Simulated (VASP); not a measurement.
# KTaO3 (Pm-3m) in VASP: a series of runs

Runs on KTaO3. Level: PBEsol. Tasks: single point.

Program: VASP 6.6.1. These are calculated values, not measurements. Logs are shortened: lines on timing, memory, paths and dates and some standing lists are left out, and cuts for length are marked.

**1. The cell of the first run**

The structure is cubic, space group Pm-3m (No. 221). The conventional cell has a = 3.876 Å, b = 3.876 Å, c = 3.876 Å, α = 90.00°, β = 90.00°, γ = 90.00°. K (site symmetry m-3m) has 12 O at 2.74 Å and 8 Ta at 3.36 Å within 3.6 Å. Within 2.6 Å of Ta (site symmetry m-3m) lie 6 O at 1.94 Å. O (site symmetry 4/mmm) has 2 Ta at 1.94 Å within 2.6 Å.

**2. Single point, PBEsol (volume 11.647 Å^3 an atom, c/a of the conventional cell 1.0000)**

INCAR reads:

```
ALGO = Normal
EDIFF = 1E-6
ENCUT = 520
GGA = PS
ISIF = 2
ISMEAR = 0
LASPH = T
LCHARG = F
LREAL = F
LWAVE = F
NBANDS = 27
NELM = 60
PREC = Accurate
SIGMA = 0.05
```

KPOINTS reads:

```
k-points
0
Gamma
  8 8 8
```

POSCAR reads:

```
KTaO3
1.0
    3.8760975039      0.0000000000      0.0000000000
    0.0000000000      3.8760975039      0.0000000000
    0.0000000000      0.0000000000      3.8760975039
K Ta O
1 1 3
Direct
    0.5000000000      0.5000000000      0.5000000000
    0.0000000000      0.0000000000      0.0000000000
    0.5000000000      0.0000000000      0.0000000000
    0.0000000000      0.5000000000      0.0000000000
    0.0000000000      0.0000000000      0.5000000000
```

Potentials or basis: VASP PAW PBE potentials, release 64 (K_sv, Ta_pv, O).

Started as:

```sh
cat potpaw_PBE.64/K_sv/POTCAR potpaw_PBE.64/Ta_pv/POTCAR potpaw_PBE.64/O/POTCAR > POTCAR
mpirun -np 1 vasp_std > vasp.out
```

OUTCAR:

```text
EDIFF = 1E-6
   ENCUT = 520
   GGA = PS
   ISIF = 2
   ISMEAR = 0
   LASPH = T
   LREAL = F
   NELM = 60
   PREC = Accurate

 ion  position               nearest neighbor table
   1  0.500  0.500  0.500-   3 2.74   4 2.74   5 2.74   3 2.74   4 2.74   3 2.74   5 2.74   3 2.74
                             4 2.74   5 2.74   4 2.74   5 2.74   2 3.36   2 3.36   2 3.36   2 3.36
   2  0.000  0.000  0.000-   3 1.94   4 1.94   5 1.94   5 1.94   4 1.94   3 1.94   1 3.36   1 3.36
                             1 3.36   1 3.36   1 3.36   1 3.36   1 3.36   1 3.36
   3  0.500  0.000  0.000-   2 1.94   2 1.94   1 2.74   1 2.74   1 2.74   1 2.74
   4  0.000  0.500  0.000-   2 1.94   2 1.94   1 2.74   1 2.74   1 2.74   1 2.74
   5  0.000  0.000  0.500-   2 1.94   2 1.94   1 2.74   1 2.74   1 2.74   1 2.74

  LATTYP: Found a simple cubic cell.
 ALAT       =     3.8760975039

  Lattice vectors:

 A1 = (   3.8760975039,   0.0000000000,   0.0000000000)
 A2 = (   0.0000000000,   3.8760975039,   0.0000000000)
 A3 = (   0.0000000000,   0.0000000000,   3.8760975039)

Analysis of symmetry for initial positions (statically):
=====================================================================
 Subroutine PRICEL returns:
 Original cell was already a primitive cell.

 Routine SETGRP: Setting up the symmetry group for a
 simple cubic supercell.

 Subroutine GETGRP returns: Found 48 space group operations
 (whereof 48 operations were pure point group operations)
 out of a pool of 48 trial point group operations.

The static configuration has the point symmetry O_h .

Analysis of symmetry for dynamics (positions and initial velocities):
=====================================================================
 Subroutine PRICEL returns:
 Original cell was already a primitive cell.

 Routine SETGRP: Setting up the symmetry group for a
 simple cubic supercell.

 Subroutine GETGRP returns: Found 48 space group operations
 (whereof 48 operations were pure point group operations)
 out of a pool of 48 trial point group operations.

The dynamic configuration has the point symmetry O_h .

 Subroutine INISYM returns: Found 48 space group operations
 (whereof 48 operations are pure point group operations),
 and found     1 'primitive' translations

----------------------------------------------------------------------------------------

                                     Primitive cell

  volume of cell :      58.2350

  direct lattice vectors                    reciprocal lattice vectors
     3.876097504  0.000000000  0.000000000     0.257991446  0.000000000  0.000000000
     0.000000000  3.876097504  0.000000000     0.000000000  0.257991446  0.000000000
     0.000000000  0.000000000  3.876097504     0.000000000  0.000000000  0.257991446

  length of vectors
     3.876097504  3.876097504  3.876097504     0.257991446  0.257991446  0.257991446

  position of ions in fractional coordinates (direct lattice)
     0.500000000  0.500000000  0.500000000
     0.000000000  0.000000000  0.000000000
     0.500000000  0.000000000  0.000000000
     0.000000000  0.500000000  0.000000000
     0.000000000  0.000000000  0.500000000

  ion indices of the primitive-cell ions
   primitive index   ion index
                 1           1
                 2           2
                 3           3
                 4           4
                 5           5

----------------------------------------------------------------------------------------

 KPOINTS: k-points

Automatic generation of k-mesh.
 Grid dimensions read from file:
 generate k-points for:    8    8    8

 Generating k-lattice:

  Cartesian coordinates                     Fractional coordinates (reciprocal lattice)
     0.032248931  0.000000000  0.000000000     0.125000000  0.000000000  0.000000000
     0.000000000  0.032248931  0.000000000     0.000000000  0.125000000  0.000000000
     0.000000000  0.000000000  0.032248931     0.000000000  0.000000000  0.125000000

  Length of vectors
     0.032248931  0.032248931  0.032248931

  Shift w.r.t. Gamma in fractional coordinates (k-lattice)
     0.000000000  0.000000000  0.000000000

 Subroutine IBZKPT returns following result:
 ===========================================

 Found     35 irreducible k-points:

 Following reciprocal coordinates:
            Coordinates               Weight
  0.000000  0.000000  0.000000      1.000000
  0.125000  0.000000  0.000000      6.000000
  0.250000  0.000000  0.000000      6.000000
  0.375000  0.000000  0.000000      6.000000
  0.500000  0.000000  0.000000      3.000000
  0.125000  0.125000  0.000000     12.000000
[... 16 lines left out ...]
  0.375000  0.375000  0.125000     24.000000
  0.500000  0.375000  0.125000     24.000000
 [... further k-points ...]
   k-points           NKPTS =     35   k-points in BZ     NKDIM =     35   number of bands    NBANDS=     27
   number of dos      NEDOS =    301   number of ions     NIONS =      5
   total plane-waves  NPLWV =  27000
   dimension x,y,z NGX =    30 NGY =   30 NGZ =   30
   dimension x,y,z NGXF=    60 NGYF=   60 NGZF=   60
   ions per type =               1   1   3
   NGX,Y,Z   is equivalent  to a cutoff of  12.87, 12.87, 12.87 a.u.
   NGXF,Y,Z  is equivalent  to a cutoff of  25.73, 25.73, 25.73 a.u.
 SYSTEM =  unknown system
   PREC   = accura    normal or accurate (medium, high low for compatibility)
   ISTART =      0    job   : 0-new  1-cont  2-samecut
   ICHARG =      2    charge: 1-file 2-atom 10-const
   ISPIN  =      1    spin polarized calculation?
   LNONCOLLINEAR =      F non collinear calculations
   LSORBIT =      F    spin-orbit coupling
   LASPH  =      T    aspherical Exc in radial PAW
   ENCUT  =  520.0 eV  38.22 Ry    6.18 a.u.   7.21  7.21  7.21*2*pi/ulx,y,z
   NELM   =     60;   NELMIN=  2; NELMDL= -5     # of ELM steps
   EDIFF  = 0.1E-05   stopping-criterion for ELM
   LREAL  =      F    real-space projection
   EDIFFG = 0.1E-04   stopping-criterion for IOM
   NSW    =      0    number of steps for IOM
   IBRION =     -1    ionic relax: 0-MD 1-quasi-New 2-CG
   NFREE  =      0    steps in history (QN), initial steepest desc. (CG)
   ISIF   =      2    stress and relaxation
   ISYM   =      2    0-nonsym 1-usesym 2-fastsym
   POTIM  = 0.5000    time-step for ionic-motion
   TEBEG  =    0.0;   TEEND  =   0.0 temperature during run
   PSTRESS=    0.0 pullay stress
   NELECT =      38.0000    total number of electrons
   NUPDOWN=      -1.0000    fix difference up-down
   EMIN   =  10.00;   EMAX   =-10.00  energy-range for DOS
   EFERMI =   0.00;   METHOD = LEGACY
   ISMEAR =     0;   SIGMA  =   0.05  broadening in eV -4-tet -1-fermi 0-gaus
   EFERMI_NEDOS =   21; number of points for ismear=-14 and -15
   IALGO  =     38    algorithm
   IMIX   =      4    mixing-type and parameters
     AMIX     =   0.40;   BMIX     =  1.00
     AMIX_MAG =   1.60;   BMIX_MAG =  1.00
  volume/ion in A,a.u.               =      11.65        78.60
  Fermi-wavevector in a.u.,A,eV,Ry     =   1.419955  2.683326 27.433060  2.016273
  Thomas-Fermi vector in A             =   2.540921
   LORBIT       =      0    0 simple, 1 ext, 2 COOP (PROOUT), +10 PAW based schemes
   GGA     = PS    functional components
   LHFCALC =     F    Hartree Fock is set to
   AEXX    =    0.0000 exact exchange contribution
   IVDW    =     0    specifies the selected vdW correction
   LEPSILON=     F    determine dielectric tensor
   LRPA    =     F    only Hartree local field effects (RPA)
 non-spin polarized calculation
 Gauss-broadening in eV      SIGMA  =   0.05
  energy-cutoff  :      520.00
  volume of cell :       58.23
 maximum number of plane-waves:      1596
 NGX is ok and might be reduce to    30
   NGX = 15   NGY = 15   NGZ = 15

 number of electron      38.0000023 magnetization

 Free energy of the ion-electron system (eV)
  ---------------------------------------------------
  ext. energy  EPLUGINS =         0.00000000
  ---------------------------------------------------
  free energy    TOTEN  =       -42.58584331 eV

  energy without entropy =      -42.58584331  energy(sigma->0) =      -42.58584331

 E-fermi :   2.4826     XC(G=0): -11.5975

 val. band max:        2.2729208972   @ k =   0.5000   0.5000   0.5000
 cond. band min:       4.5227110331   @ k =   0.0000   0.0000   0.0000
 fundamental gap:      2.2497901359
 Fermi energy:         2.4826286292

 k-point     1 :       0.0000    0.0000    0.0000
  band No.  band energies     occupation
      1     -31.4194      2.00000
      2     -31.4194      2.00000
      3     -31.4194      2.00000
      4     -24.7959      2.00000
      5     -15.5270      2.00000
      6     -14.7884      2.00000
[... 19 lines left out ...]
     26      10.2017      0.00000
     27      10.2017      0.00000

 k-point     2 :       0.1250    0.0000    0.0000
  band No.  band energies     occupation
      1     -31.4403      2.00000
      2     -31.4186      2.00000
      3     -31.4186      2.00000
      4     -24.7887      2.00000
      5     -15.4794      2.00000
      6     -14.7839      2.00000
[... 19 lines left out ...]
     26      10.3889      0.00000
     27      10.8428      0.00000

 k-point     3 :       0.2500    0.0000    0.0000
  band No.  band energies     occupation
      1     -31.4899      2.00000
      2     -31.4166      2.00000
      3     -31.4166      2.00000
      4     -24.7713      2.00000
      5     -15.4419      2.00000
      6     -14.7728      2.00000
[... 19 lines left out ...]
     26      10.9757      0.00000
     27      12.2530      0.00000

 k-point     4 :       0.3750    0.0000    0.0000
  band No.  band energies     occupation
      1     -31.5386      2.00000
      2     -31.4146      2.00000
      3     -31.4146      2.00000
      4     -24.7541      2.00000
      5     -15.4597      2.00000
      6     -14.7618      2.00000
[... 19 lines left out ...]
     26      11.6812      0.00000
     27      12.9013      0.00000

 k-point     5 :       0.5000    0.0000    0.0000
  band No.  band energies     occupation
      1     -31.5586      2.00000
      2     -31.4138      2.00000
      3     -31.4138      2.00000
      4     -24.7470      2.00000
      5     -15.4737      2.00000
      6     -14.7573      2.00000
[... 19 lines left out ...]
     26      11.8550      0.00000
     27      12.7697      0.00000

 k-point     6 :       0.1250    0.1250    0.0000
  band No.  band energies     occupation
      1     -31.4398      2.00000
      2     -31.4390      2.00000
      3     -31.4178      2.00000
      4     -24.7821      2.00000
      5     -15.4162      2.00000
      6     -14.7163      2.00000
[... 444 lines left out ...]
      1     -31.5337      2.00000
      2     -31.4830      2.00000
      3     -31.4322      2.00000
      4     -24.7384      2.00000
      5     -15.0102      2.00000
      6     -14.3198      2.00000
[... 19 lines left out ...]
     26      12.6299      0.00000
     27      13.3748      0.00000

 k-point    22 :       0.5000    0.2500    0.1250
  band No.  band energies     occupation
      1     -31.5535      2.00000
      2     -31.4820      2.00000
      3     -31.4313      2.00000
      4     -24.7336      2.00000
      5     -15.0020      2.00000
      6     -14.3167      2.00000
[... 19 lines left out ...]
     26      12.7696      0.00000
     27      13.2861      0.00000

 k-point    23 :       0.3750    0.3750    0.1250
  band No.  band energies     occupation
      1     -31.5314      2.00000
      2     -31.5306      2.00000
      3     -31.4302      2.00000
      4     -24.7298      2.00000
      5     -14.9069      2.00000
      6     -13.8787      2.00000
[... 19 lines left out ...]
     26      13.2291      0.00000
     27      13.2777      0.00000

 k-point    24 :       0.5000    0.3750    0.1250
  band No.  band energies     occupation
      1     -31.5507      2.00000
      2     -31.5299      2.00000
      3     -31.4293      2.00000
      4     -24.7262      2.00000
      5     -14.8807      2.00000
      6     -13.8568      2.00000
[... 19 lines left out ...]
     26      13.2827      0.00000
     27      13.4771      0.00000

 [... further k-points ...]
[... 5 lines left out ...]
  --------------------------------------------------------------------------------------
  -------------------------------------------------------------------------------------
  Total        7.8274938      7.8274938      7.8274938     -0.0000000      0.0000000     -0.0000000
  in kB      215.3521601    215.3521601    215.3521601     -0.0000000      0.0000000     -0.0000000
  external PRESSURE =     215.3521601 kB  Pullay stress =       0.0000000 kB

 VOLUME and BASIS-vectors are now :
 -----------------------------------------------------------------------------
  energy-cutoff  :      520.00
  volume of cell :       58.23
      direct lattice vectors                 reciprocal lattice vectors
     3.876097504  0.000000000  0.000000000     0.257991446  0.000000000  0.000000000
     0.000000000  3.876097504  0.000000000     0.000000000  0.257991446  0.000000000
     0.000000000  0.000000000  3.876097504     0.000000000  0.000000000  0.257991446

 POSITION                                       TOTAL-FORCE (eV/Angst)
 -----------------------------------------------------------------------------------
      1.93805      1.93805      1.93805         0.000000      0.000000      0.000000
      0.00000      0.00000      0.00000         0.000000      0.000000      0.000000
      1.93805      0.00000      0.00000         0.000000      0.000000      0.000000
      0.00000      1.93805      0.00000         0.000000      0.000000      0.000000
      0.00000      0.00000      1.93805         0.000000      0.000000      0.000000
 -----------------------------------------------------------------------------------
    total drift:                                0.000000     -0.000000      0.000000

  FREE ENERGIE OF THE ION-ELECTRON SYSTEM (eV)
  ---------------------------------------------------
  free  energy   TOTEN  =       -42.5858433127 eV

  energy  without entropy=      -42.5858433127  energy(sigma->0) =      -42.58584331
```

Wall time 64 s (1 thread of Intel Xeon Platinum 8259CL at 2.50GHz (Skylake/Cascade Lake), shared host); peak memory 0.2 GiB.

What came out:

```
Free energy            : -42.5858 eV
Pressure               : 21.5 GPa
Band gap on the k mesh : 2.25 eV, indirect (least direct gap 2.81 eV)
```

Levels at points of the mesh, in eV from the valence-band top:
```
           k point  band 17  band 18  band 19  band 20  band 21  band 22
(0.00, 0.00, 0.00)    -0.56    -0.56    -0.56     2.25     2.25     2.25
(0.50, 0.00, 0.00)    -1.78    -0.81    -0.81     2.46     5.57     5.57
(0.50, 0.50, 0.00)    -1.55    -1.45    -0.05     5.61     5.61     7.04
(0.50, 0.50, 0.50)     0.00     0.00     0.00     7.25     7.25     7.25
```

Caveat: the PAW data sets were made with another functional, which shifts forces and pressure a little; spin-orbit coupling is left out, which moves the levels of the heavy elements.

**3. Single point, PBEsol (volume 11.985 Å^3 an atom, c/a of the conventional cell 1.0000)**

INCAR reads:

```
PREC = Accurate ; ENCUT = 520
EDIFF = 1E-7 ; ISMEAR = 0
SIGMA = 0.05 ; LREAL = False
LASPH = True ; NELM = 60
ALGO = Normal ; ISIF = 2
LWAVE = False ; LCHARG = False
GGA = PS ; NBANDS = 27
```

KPOINTS reads:

```
regular mesh
0
Gamma
  8 8 8
```

POSCAR, as its differences from that of step 2:

```diff
@@ -2,5 +2,5 @@
 1.0
-    3.8760975039      0.0000000000      0.0000000000
-    0.0000000000      3.8760975039      0.0000000000
-    0.0000000000      0.0000000000      3.8760975039
+    3.9132357662      0.0000000000      0.0000000000
+    0.0000000000      3.9132357662      0.0000000000
+    0.0000000000      0.0000000000      3.9132357662
 K Ta O
```

Potentials or basis: VASP PAW PBE potentials, release 64 (K_sv, Ta_pv, O).

Started as:

```sh
cat potpaw_PBE.64/K_sv/POTCAR potpaw_PBE.64/Ta_pv/POTCAR potpaw_PBE.64/O/POTCAR > POTCAR
mpirun -np 1 vasp_std > vasp.out
```

Wall time 72 s (1 thread of Intel Xeon Platinum 8259CL at 2.50GHz (Skylake/Cascade Lake), shared host); peak memory 0.2 GiB.

The run converged. Its results:

- Free energy: -42.7722 eV
- Pressure: 13.6 GPa
- Band gap on the k mesh: 2.20 eV, indirect (least direct gap 2.78 eV)

Levels at points of the mesh, in eV from the valence-band top:
| k point | band 15 | band 16 | band 17 | band 18 | band 19 | band 20 | band 21 | band 22 | band 23 | band 24 |
| --- | --- | --- | --- | --- | --- | --- | --- | --- | --- | --- |
| (0.00, 0.00, 0.00) | -1.17 | -1.17 | -0.59 | -0.59 | -0.59 | 2.20 | 2.20 | 2.20 | 6.90 | 7.43 |
| (0.50, 0.00, 0.00) | -2.37 | -2.30 | -1.70 | -0.83 | -0.83 | 2.39 | 5.37 | 5.37 | 7.48 | 9.18 |
| (0.50, 0.50, 0.00) | -3.10 | -1.53 | -1.52 | -1.52 | -0.05 | 5.41 | 5.41 | 6.79 | 8.39 | 10.27 |
| (0.50, 0.50, 0.50) | -4.12 | -4.12 | 0.00 | 0.00 | 0.00 | 6.98 | 6.98 | 6.98 | 8.96 | 8.96 |

Caveat: the PAW data sets were made with another functional, which shifts forces and pressure a little; spin-orbit coupling is left out, which moves the levels of the heavy elements.

**4. Single point, PBEsol (volume 12.322 Å^3 an atom, c/a of the conventional cell 1.0000)**

INCAR reads:

```
  PREC = Accurate
  ENCUT = 520
  EDIFF = 1E-7
  ISMEAR = 0
  SIGMA = 0.05
  LREAL = False
  LASPH = True
  NELM = 80
  ALGO = Normal
  ISIF = 2
  LWAVE = False
  LCHARG = False
  GGA = PS
  NBANDS = 27
```

KPOINTS is that of step 3.

POSCAR, as its differences from that of step 3:

```diff
@@ -2,5 +2,5 @@
 1.0
-    3.9132357662      0.0000000000      0.0000000000
-    0.0000000000      3.9132357662      0.0000000000
-    0.0000000000      0.0000000000      3.9132357662
+    3.9495753429      0.0000000000      0.0000000000
+    0.0000000000      3.9495753429      0.0000000000
+    0.0000000000      0.0000000000      3.9495753429
 K Ta O
```

Started as:

```sh
cat potpaw_PBE.64/K_sv/POTCAR potpaw_PBE.64/Ta_pv/POTCAR potpaw_PBE.64/O/POTCAR > POTCAR
mpirun -np 1 vasp_std > vasp.out
```

Run time: 72 s. Hardware: 1 thread of Intel Xeon Platinum 8259CL at 2.50GHz (Skylake/Cascade Lake), shared host; peak memory 0.2 GiB.

Results (log left out):

| Property | Result |
| --- | --- |
| Free energy | -42.8800 eV |
| Pressure | 6.7 GPa |
| Band gap on the k mesh | 2.14 eV, indirect (least direct gap 2.75 eV) |

Levels at points of the mesh, in eV from the valence-band top:
```csv
k point,band 15,band 16,band 17,band 18,band 19,band 20,band 21,band 22,band 23,band 24
"(0.00, 0.00, 0.00)",-1.12,-1.12,-0.61,-0.61,-0.61,2.14,2.14,2.14,6.68,7.10
"(0.50, 0.00, 0.00)",-2.36,-2.24,-1.62,-0.85,-0.85,2.32,5.18,5.18,7.14,8.79
"(0.50, 0.50, 0.00)",-2.99,-1.60,-1.49,-1.49,-0.04,5.22,5.22,6.56,8.02,10.15
"(0.50, 0.50, 0.50)",-4.04,-4.04,0.00,0.00,0.00,6.72,6.72,6.72,8.88,8.88
```

Caveat: the PAW data sets were made with another functional, which shifts forces and pressure a little; spin-orbit coupling is left out, which moves the levels of the heavy elements. A k mesh can miss the band edges.

**5. Summary**

| cell | gap on the mesh (eV) | pressure (GPa) |
| --- | --- | --- |
| a = 3.876 Å, 5 atoms | 2.25 | 21.5 |
| a = 3.913 Å, 5 atoms | 2.20 | 13.6 |
| a = 3.950 Å, 5 atoms | 2.14 | 6.7 |

Alike in all rows: task single point; level PBEsol; potentials or basis VASP PAW PBE potentials, release 64 (K_sv, Ta_pv, O); no spin polarisation; k mesh 8 × 8 × 8; cutoff (eV) 520; smearing gaussian 0.05 eV.

Caveats: the PAW data sets were made with another functional, which shifts forces and pressure a little; spin-orbit coupling is left out, which moves the levels of the heavy elements.

Absolute energies hang on the potentials; compare differences alone.
